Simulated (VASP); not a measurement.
Runs of VASP 6.6.1 on Pt. The structure is that of space group R-3m (No. 166), or close to it. The cells are those of the table. 

| cell | further INCAR settings | gap on the mesh (eV) | pressure (GPa) |
| --- | --- | --- | --- |
| a = 3.310 Å, angles 117.0°, 1 atom | ALGO = Fast; EDIFF = 1e-07; NBANDS = 11 | none | 242.9 |
| a = 3.136 Å, angles 115.8°, 1 atom | ALGO = Fast; EDIFF = 1e-06; NBANDS = 11 | none | 130.4 |
| a = 2.852 Å, angles 112.1°, 1 atom | ALGO = Fast; EDIFF = 1e-06; NBANDS = 11 | none | 10.2 |
| a = 2.578 Å, angles 101.6°, 1 atom | ALGO = Fast; EDIFF = 1e-07; NBANDS = 11 | none | (a) |
| a = 2.645 Å, angles 105.7°, 1 atom | ALGO = Fast; EDIFF = 1e-06; NBANDS = 11 | none | (b) |

Alike in all rows: task single point; level PBE; potentials or basis VASP PAW PBE potentials, release 64 (Pt); no spin polarisation; k mesh 24 × 24 × 24; cutoff (eV) 520; smearing gaussian 0.15 eV.

**Question.** Estimate the missing entries.

**Answer.** (a) 20.1; (b) 7.3.

Caveats: the cell stands under pressure; spin-orbit coupling is left out, which moves the levels of the heavy elements; atoms lie so close that the PAW spheres overlap strongly, which falsifies energies and pressures (at least some runs).

A k mesh can miss the band edges, and the runs leave out spin-orbit coupling on Pt.

A gap of «none» marks levels without a gap at the run's occupations.
